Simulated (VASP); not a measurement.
# Ti3Al (Fm-3m) in VASP: a series of runs, part 2 of 2

VASP 6.6.1. Earlier steps stand in the parts before.

## Step 3: Single point, PBEsol, collinear spin (20.31 Å³/atom)

This run uses another cell than the first one, of 20.31 Å³/atom.

INCAR reads:

```
SYSTEM = Ti3Al
PREC = Accurate ; ENCUT = 520
EDIFF = 1E-6 ; ISMEAR = 0
SIGMA = 0.15 ; LREAL = .False.
LASPH = .True. ; NELM = 150
ALGO = Fast ; ISIF = 2
LWAVE = .False. ; LCHARG = .False.
ISPIN = 2 ; MAGMOM = 0.3 0.3 0.3 0
LORBIT = 11 ; NUPDOWN = 0.9
LMAXMIX = 4 ; GGA = PS
NBANDS = 32
```

KPOINTS reads:

```
Automatic mesh
0
Gamma
  12 12 12
  0 0 0
```

POSCAR reads:

```
Ti3Al
1.0
    0.0000000000      3.4375311292      3.4375311292
    3.4375311292      0.0000000000      3.4375311292
    3.4375311292      3.4375311292      0.0000000000
Ti Al
3 1
Direct
    0.7500000000      0.7500000000      0.7500000000
    0.2500000000      0.2500000000      0.2500000000
    0.0000000000      0.0000000000      0.0000000000
    0.5000000000      0.5000000000      0.5000000000
```

Potentials or basis: VASP PAW PBE potentials, release 64 (Ti_sv, Al).

Launch:

```console
$ cat potpaw_PBE.64/Ti_sv/POTCAR potpaw_PBE.64/Al/POTCAR > POTCAR
$ mpirun -np 1 vasp_std > vasp.out
```

OUTCAR:

```text
SYSTEM = Ti3Al
   PREC = Accurate
   ENCUT = 520
   EDIFF = 1E-6
   ISMEAR = 0
   LREAL = .False.
   LASPH = .True.
   NELM = 150
   ISIF = 2
   ISPIN = 2
   LORBIT = 11
   NUPDOWN = 0.9
   GGA = PS

 ion  position               nearest neighbor table
   1  0.750  0.750  0.750-   4 2.98   4 2.98   4 2.98   4 2.98
   2  0.250  0.250  0.250-   4 2.98   4 2.98   4 2.98   4 2.98
   3  0.000  0.000  0.000-
   4  0.500  0.500  0.500-   2 2.98   2 2.98   2 2.98   1 2.98   2 2.98   1 2.98   1 2.98   1 2.98

  LATTYP: Found a face centered cubic cell.
 ALAT       =     6.8750622584

  Lattice vectors:

 A1 = (   0.0000000000,   3.4375311292,   3.4375311292)
 A2 = (   3.4375311292,   0.0000000000,   3.4375311292)
 A3 = (   3.4375311292,   3.4375311292,   0.0000000000)

Analysis of symmetry for initial positions (statically):
=====================================================================
 Subroutine PRICEL returns:
 Original cell was already a primitive cell.

 Routine SETGRP: Setting up the symmetry group for a
 face centered cubic supercell.

 Subroutine GETGRP returns: Found 48 space group operations
 (whereof 48 operations were pure point group operations)
 out of a pool of 48 trial point group operations.

The static configuration has the point symmetry O_h .

Analysis of symmetry for dynamics (positions and initial velocities):
=====================================================================
 Subroutine PRICEL returns:
 Original cell was already a primitive cell.

 Routine SETGRP: Setting up the symmetry group for a
 face centered cubic supercell.

 Subroutine GETGRP returns: Found 48 space group operations
 (whereof 48 operations were pure point group operations)
 out of a pool of 48 trial point group operations.

The dynamic configuration has the point symmetry O_h .

Analysis of structural, dynamic, and magnetic symmetry:
=====================================================================
 Subroutine PRICEL returns:
 Original cell was already a primitive cell.

 Routine SETGRP: Setting up the symmetry group for a
 face centered cubic supercell.

 Subroutine GETGRP returns: Found 48 space group operations
 (whereof 48 operations were pure point group operations)
 out of a pool of 48 trial point group operations.

The overall configuration has the point symmetry O_h .

 Subroutine INISYM returns: Found 48 space group operations
 (whereof 48 operations are pure point group operations),
 and found     1 'primitive' translations

----------------------------------------------------------------------------------------

                                     Primitive cell

  volume of cell :      81.2400

  direct lattice vectors                    reciprocal lattice vectors
     0.000000000  3.437531129  3.437531129    -0.145453228  0.145453228  0.145453228
     3.437531129  0.000000000  3.437531129     0.145453228 -0.145453228  0.145453228
     3.437531129  3.437531129  0.000000000     0.145453228  0.145453228 -0.145453228

  length of vectors
     4.861403144  4.861403144  4.861403144     0.251932381  0.251932381  0.251932381

  position of ions in fractional coordinates (direct lattice)
     0.750000000  0.750000000  0.750000000
     0.250000000  0.250000000  0.250000000
     0.000000000  0.000000000  0.000000000
     0.500000000  0.500000000  0.500000000

  ion indices of the primitive-cell ions
   primitive index   ion index
                 1           1
                 2           2
                 3           3
[... 76 lines left out ...]
   NSW    =      0    number of steps for IOM
   IBRION =     -1    ionic relax: 0-MD 1-quasi-New 2-CG
   NFREE  =      0    steps in history (QN), initial steepest desc. (CG)
   ISIF   =      2    stress and relaxation
   ISYM   =      2    0-nonsym 1-usesym 2-fastsym
   POTIM  = 0.5000    time-step for ionic-motion
   TEBEG  =    0.0;   TEEND  =   0.0 temperature during run
   PSTRESS=    0.0 pullay stress
   NELECT =      39.0000    total number of electrons
   NUPDOWN=       0.9000    fix difference up-down
   EMIN   =  10.00;   EMAX   =-10.00  energy-range for DOS
   EFERMI =   0.00;   METHOD = LEGACY
   ISMEAR =     0;   SIGMA  =   0.15  broadening in eV -4-tet -1-fermi 0-gaus
   EFERMI_NEDOS =   21; number of points for ismear=-14 and -15
   IALGO  =     68    algorithm
   IMIX   =      4    mixing-type and parameters
     AMIX     =   0.40;   BMIX     =  1.00
     AMIX_MAG =   1.60;   BMIX_MAG =  1.00
  volume/ion in A,a.u.               =      20.31       137.06
  Fermi-wavevector in a.u.,A,eV,Ry     =   1.281857  2.422359 22.356529  1.643158
  Thomas-Fermi vector in A             =   2.414203
   LORBIT       =     11    0 simple, 1 ext, 2 COOP (PROOUT), +10 PAW based schemes
   GGA     = PS    functional components
   LHFCALC =     F    Hartree Fock is set to
   AEXX    =    0.0000 exact exchange contribution
   IVDW    =     0    specifies the selected vdW correction
   LEPSILON=     F    determine dielectric tensor
   LRPA    =     F    only Hartree local field effects (RPA)
 spin polarized calculation
 RMM-DIIS sequential band-by-band and
 Gauss-broadening in eV      SIGMA  =   0.15
  energy-cutoff  :      520.00
  volume of cell :       81.24
 maximum number of plane-waves:      2208
   NGX = 19   NGY = 19   NGZ = 19

 number of electron      38.9999982 magnetization       0.8999999

 Free energy of the ion-electron system (eV)
  ---------------------------------------------------
  ext. energy  EPLUGINS =         0.00000000
  ---------------------------------------------------
  free energy    TOTEN  =       -28.67161548 eV

  energy without entropy =      -28.58843625  energy(sigma->0) =      -28.63002587

 E-fermi :   6.3097     XC(G=0): -10.5511

 val. band max:        6.3092089695   @ k =  -0.2500   0.2500   0.0000
 cond. band min:       6.1682398498   @ k =  -0.3333   0.4167   0.0833
 fundamental gap:     -0.1409691197
 Fermi energy:         6.1602481938

 spin component 1

 k-point     1 :       0.0000    0.0000    0.0000
  band No.  band energies     occupation
      1     -50.5736      1.00000
      2     -50.5147      1.00000
      3     -50.4874      1.00000
      4     -26.9604      1.00000
      5     -26.9604      1.00000
      6     -26.9604      1.00000
[... 805 lines left out ...]
     30       9.6520      0.00000
     31       9.9013      0.00000

 [... further k-points ...]

 spin component 2

 k-point     1 :       0.0000    0.0000    0.0000
  band No.  band energies     occupation
      1     -50.5477      1.00000
      2     -50.5306      1.00000
      3     -49.8681      1.00000
      4     -26.8970      1.00000
      5     -26.8970      1.00000
      6     -26.8970      1.00000
[... 805 lines left out ...]
     30       9.8149      0.00000
     31      10.0116      0.00000

 [... further k-points ...]

 [bands above 31 left out]

------------------------ aborting loop because EDIFF is reached ----------------------------------------

  FORCE on cell =-STRESS in cart. coord.  units (eV):
  Direction    XX          YY          ZZ          XY          YZ          ZX
  --------------------------------------------------------------------------------------
  -------------------------------------------------------------------------------------
  Total       -8.7996555     -8.7996555     -8.7996555      0.0000000      0.0000000      0.0000000
  in kB     -173.5426960   -173.5426960   -173.5426960      0.0000000      0.0000000      0.0000000
  external PRESSURE =    -173.5426960 kB  Pullay stress =       0.0000000 kB

 VOLUME and BASIS-vectors are now :
 -----------------------------------------------------------------------------
  energy-cutoff  :      520.00
  volume of cell :       81.24
      direct lattice vectors                 reciprocal lattice vectors
     0.000000000  3.437531129  3.437531129    -0.145453228  0.145453228  0.145453228
     3.437531129  0.000000000  3.437531129     0.145453228 -0.145453228  0.145453228
     3.437531129  3.437531129  0.000000000     0.145453228  0.145453228 -0.145453228

 POSITION                                       TOTAL-FORCE (eV/Angst)
 -----------------------------------------------------------------------------------
      5.15630      5.15630      5.15630        -0.000000     -0.000000     -0.000000
      1.71877      1.71877      1.71877         0.000000      0.000000      0.000000
      0.00000      0.00000      0.00000         0.000000      0.000000     -0.000000
      3.43753      3.43753      3.43753        -0.000000      0.000000     -0.000000
 -----------------------------------------------------------------------------------
    total drift:                                0.000000      0.000000      0.000000

  FREE ENERGIE OF THE ION-ELECTRON SYSTEM (eV)
  ---------------------------------------------------
  free  energy   TOTEN  =       -28.6716154815 eV

  energy  without entropy=      -28.5884362521  energy(sigma->0) =      -28.63002587

 total charge

# of ion       s       p       d       tot
------------------------------------------
    1        2.186   6.083   1.809  10.078
    2        2.186   6.083   1.809  10.078
    3        2.219   6.059   1.865  10.143
    4        0.394   0.348   0.000   0.742
--------------------------------------------------
tot          6.984  18.573   5.483  31.040

 magnetization (x)

# of ion       s       p       d       tot
------------------------------------------
    1       -0.001   0.010  -0.019  -0.009
    2       -0.001   0.010  -0.019  -0.009
    3        0.010   0.009   0.702   0.722
    4       -0.003  -0.009   0.000  -0.012
--------------------------------------------------
tot          0.006   0.021   0.664   0.691
```

OSZICAR:

```text
N       E                     dE             d eps       ncg     rms          rms(c)
DAV:   1     0.456680704627E+03    0.45668E+03   -0.18585E+04  9216   0.134E+03
DAV:   2     0.155661162349E+02   -0.44111E+03   -0.42979E+03  9344   0.435E+02
DAV:   3    -0.284080344883E+02   -0.43974E+02   -0.42892E+02 15288   0.122E+02
[... 31 lines left out ...]
RMM:  35    -0.286716093130E+02   -0.20024E-05   -0.29427E-05 13411   0.153E-02    0.516E-03
RMM:  36    -0.286716111565E+02   -0.18435E-05   -0.24751E-05 12252   0.133E-02    0.402E-03
RMM:  37    -0.286716125630E+02   -0.14065E-05   -0.17674E-05 11889   0.118E-02    0.332E-03
RMM:  38    -0.286716137875E+02   -0.12245E-05   -0.15076E-05 11560   0.106E-02    0.276E-03
RMM:  39    -0.286716146808E+02   -0.89326E-06   -0.10981E-05 10783   0.960E-03    0.241E-03
RMM:  40    -0.286716154815E+02   -0.80075E-06   -0.90646E-06  9778   0.861E-03
   1 F= -.28671615E+02 E0= -.28630026E+02  d E =-.831792E-01  mag=     0.9000
```

It took 7.7 min on 1 thread of Intel Xeon 6975P-C (Granite Rapids), shared host; peak memory 0.42 GiB.

Results:

```
Free energy                                           : -28.6716 eV
Pressure                                              : -17.4 GPa
Net moment                                            : 0.90 μB per cell
Site moments                                          : Ti -0.01, +0.72 (each value once); Al -0.01 μB
Valence electrons inside the program's atomic spheres : Ti 10.08, 10.14 (each value once); Al 0.74
```

Caveat: the cell stands under tension; the PAW data sets were made with another functional, which shifts forces and pressure a little; the total moment is fixed, so each spin has its own Fermi level.
